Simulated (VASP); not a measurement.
Wanted: the native input for a VASP 6.6.1 run.

* Task: single point
* Functional: LDA
* Potentials or basis: VASP PAW LDA potentials, release 64 (Sn_d, S)
* Cutoff: 500 eV
* k mesh: 8 × 8 × 4
* Occupations: gaussian, width 0.05 eV
* Spin: no spin polarisation
* Dipole correction: no
* Further INCAR settings: ALGO = Normal; EDIFF = 1e-06; NBANDS = 20

The structure of SnS2 lies in POSCAR:

```
SnS2
1.0
    3.6170797566      0.0000000000      0.0000000000
   -1.8085398783      3.1324829568      0.0000000000
    0.0000000000      0.0000000000      5.5122741820
Sn S
1 2
Direct
    0.0000000000      0.0000000000      0.0000000000
    0.3333333333      0.6666666667      0.2661839730
    0.6666666667      0.3333333333      0.7338160270
```

These files were run (other wordings do the same):

INCAR

```
SYSTEM = SnS2
PREC = Accurate ; ENCUT = 500
EDIFF = 1E-6 ; ISMEAR = 0
SIGMA = 0.05 ; LREAL = .False.
LASPH = .True. ; NELM = 120
ALGO = Normal ; ISIF = 2
LWAVE = .False. ; LCHARG = .False.
NBANDS = 20 ; GGA_COMPAT = .False.
```

KPOINTS

```
Automatic mesh
0
Gamma
  8 8 4
  0 0 0
```

Potentials or basis: VASP PAW LDA potentials, release 64 (Sn_d, S).

The run is started by

```sh
$ cat potpaw_LDA.64/Sn_d/POTCAR potpaw_LDA.64/S/POTCAR > POTCAR
$ mpirun -np 1 vasp_std > vasp.out
```

Results of the run:

- Pressure: 1.4 GPa
- Largest force: 0.010 eV/Å
- Band gap on the k mesh: 1.02 eV (least direct gap 1.49 eV)

Caveat: spin-orbit coupling is left out, which moves the levels of the heavy elements.

Wall time 18 s on 1 thread of AMD EPYC 9R45 96-Core Processor (Zen 5), on a shared host, peak memory 0.14 GiB.
